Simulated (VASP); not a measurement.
A run of VASP 6.6.1 is set up as follows.

File INCAR:

```
ALGO = Normal
EDIFF = 1E-7
ENCUT = 520
GGA = PE
ISIF = 2
ISMEAR = 0
LASPH = T
LCHARG = F
LREAL = F
LWAVE = F
NBANDS = 16
NELM = 60
PREC = Accurate
SIGMA = 0.1
```

Contents of KPOINTS:

```
k-points
0
Gamma
  12 12 14
```

POSCAR

```
Se
1.0
    4.6610894492      0.0000000000      0.0000000000
   -2.3305447246      4.0366218723      0.0000000000
    0.0000000000      0.0000000000      3.4164723615
Se
3
Direct
    0.3333333333      0.6666666667      0.5000000000
    0.0000000000      0.0000000000      0.0000000000
    0.6666666667      0.3333333333      0.5000000000
```

Potentials or basis: VASP PAW PBE potentials, release 64 (Se).

Run with:

```console
$ cat potpaw_PBE.64/Se/POTCAR > POTCAR
$ mpirun -np 1 vasp_std > vasp.out
```

(1) What does it give for the pressure?

(2) Predict the band gap on the k mesh.

Results:

(1) 0.0 GPa.

(2) zero (band 9 reaches 6.44 eV, above the bottom of band 10 at 3.40 eV).
